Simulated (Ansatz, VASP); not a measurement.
MoBrF3: VASP beside Ansatz

```xyz
5
Lattice="4.5846 0.0000 0.0000 0.0000 4.5846 0.0000 0.0000 0.0000 4.5846" Properties=species:S:1:pos:R:3 pbc="T T T"
Mo    0.0000    0.0000    0.0000
Br    2.2923    2.2923    2.2923
F     2.2923    2.2923    0.0000
F     2.2923    0.0000    2.2923
F     0.0000    2.2923    2.2923
```

Alike in both runs: task single point; functional PBE; k mesh 8 × 8 × 8; occupations gaussian, width 0.1 eV; collinear spin.

|  | VASP | Ansatz |
| --- | --- | --- |
| version | VASP 6.6.1 | Ansatz 0.2.0 |
| potentials or method | VASP PAW PBE potentials, release 64 (Mo_sv, Br, F), cutoff 520 eV | scalar-relativistic, plane waves, PAW |
| valence electrons in the cell | 42 | 42 |

```csv
,VASP,Ansatz,Ansatz less VASP
gap on the k mesh at the Fermi level (eV),none,none,-
pressure (GPa),-0.2,0.0,+0.24
net moment per atom (μB),0.85,0.85,0.000
size of the moment on the site where the two differ most (μB),4.01,4.10,+0.089
```

Site moments also hang on the region over which each program counts them. A gap of «none» marks a metal or a gap that the smearing closes. The functional is the same, so the differences come from potentials, cutoffs and numerics. Ansatz's warnings: stability check not made.
